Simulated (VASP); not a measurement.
**VPtC4N4: single point with PBE**

VPtC4N4:

```
CELL_PARAMETERS angstrom
5.88262 0.00000 0.00000
0.00000 5.88262 0.00000
0.00000 0.00000 5.88262
ATOMIC_POSITIONS crystal
V 0.00000 0.00000 0.00000
Pt 0.50000 0.50000 0.50000
C 0.18814 0.18814 0.18814
C 0.18814 0.81186 0.81186
C 0.81186 0.18814 0.81186
C 0.81186 0.81186 0.18814
N 0.30297 0.30297 0.30297
N 0.30297 0.69703 0.69703
N 0.69703 0.30297 0.69703
N 0.69703 0.69703 0.30297
```

```json
{"Program": "VASP 6.6.1", "Task": "single point", "Functional": "PBE", "Potentials or basis": "VASP PAW PBE potentials, release 64 (V_sv, Pt, C, N)", "Cutoff": "520 eV", "k mesh": "4 × 4 × 4", "Occupations": "gaussian, width 0.1 eV", "Spin": "collinear spin, ferromagnetic start", "Starting moments": "[2.0, 0.0, 0.0, 0.0, 0.0, 0.0, 0.0, 0.0, 0.0, 0.0] μB", "Dipole correction": "no", "Further INCAR settings": "ALGO = Normal; EDIFF = 1e-06; NBANDS = 44"}
```

* Pressure: 4.6 GPa
* Largest force: 1.459 eV/Å
* Band gap on the k mesh: zero (filled and empty bands overlap)
* Net moment: 1.00 μB per cell
* Site moments: V +1.22; Pt -0.38; C -0.04; N +0.04 μB
* Valence electrons inside the program's atomic spheres: V 11.79; Pt 9.34; C 2.65; N 3.86

Forces in eV/Å, atoms in the order of the input:
```
V    0.000  0.000  0.000
Pt   0.000  0.000  0.000
C   -0.319 -0.319 -0.319
C   -0.319  0.319  0.319
C    0.319 -0.319  0.319
C    0.319  0.319 -0.319
N    0.842  0.842  0.842
N    0.842 -0.842 -0.842
N   -0.842  0.842 -0.842
N   -0.842 -0.842  0.842
```

Levels at points of the mesh, in eV from the Fermi level:
Spin up:
```tsv
k point	band 28	band 29	band 30	band 31	band 32	band 33
(0.00, 0.00, 0.00)	-0.54	-0.54	-0.20	-0.20	0.96	0.96
(0.50, 0.00, 0.00)	-0.67	-0.52	-0.52	0.30	1.06	1.20
(0.50, 0.50, 0.00)	-0.69	-0.36	-0.36	0.31	1.05	1.05
(0.50, 0.50, 0.50)	-0.34	-0.34	-0.18	-0.18	0.97	0.97
```
Spin down:
```tsv
k point	band 26	band 27	band 28	band 29	band 30	band 31	band 32	band 33
(0.00, 0.00, 0.00)	-2.26	-0.70	-0.70	-0.70	0.89	0.89	1.30	1.30
(0.50, 0.00, 0.00)	-1.80	-0.86	-0.65	-0.65	0.55	0.93	1.45	1.51
(0.50, 0.50, 0.00)	-1.76	-0.88	-0.52	-0.52	0.53	0.96	1.39	1.39
(0.50, 0.50, 0.50)	-2.16	-0.53	-0.53	-0.53	0.89	0.89	1.36	1.36
```

It took 7.6 min on 1 thread of Intel Xeon 8259CL, with other jobs on the host, peak memory 0.5 GiB.

Caveat: the cell stands under pressure; spin-orbit coupling is left out, which moves the levels of the heavy elements; forces of over 1 eV/Å act on the atoms, so gaps and moduli don't describe the material at rest. With open d or f shells a metallic result of PBE can be an artefact of self-interaction; +U or a hybrid may open a gap.
